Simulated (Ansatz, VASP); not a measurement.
ZrGaH3 in VASP and in Ansatz

```xyz
5
Lattice="3.9049 0.0000 0.0000 -1.9525 3.3818 0.0000 0.0000 0.0000 5.7502" Properties=species:S:1:pos:R:3 pbc="T T T"
Zr    0.0000    0.0000    2.8751
Ga    0.0000    0.0000    0.0000
H     1.9525    0.0000    2.8751
H    -0.9762    1.6909    2.8751
H     0.9762    1.6909    2.8751
```

Alike in both runs: functional PBE; k mesh 6 × 6 × 4; occupations gaussian, width 0.1 eV; no spin polarisation.

Ansatz relaxed the structure, and its values are those at the end. VASP's run is a single point on that final structure, the one shown.

|  | VASP | Ansatz |
| --- | --- | --- |
| version | VASP 6.6.1 | Ansatz 0.2.0 |
| potentials or method | VASP PAW PBE potentials, release 64 (Zr_sv, Ga_d, H), cutoff 520 eV | scalar-relativistic, plane waves, PAW |
| valence electrons in the cell | 28 | 28 |

|  | VASP | Ansatz | Ansatz less VASP |
| --- | --- | --- | --- |
| gap on the k mesh at the Fermi level (eV) | none | none | - |
| pressure (GPa) | -0.1 | -0.1 | +0.04 |

A gap of «none» marks a metal or a gap that the smearing closes. With one functional, cell and mesh, what is left measures potentials, basis and numerics.
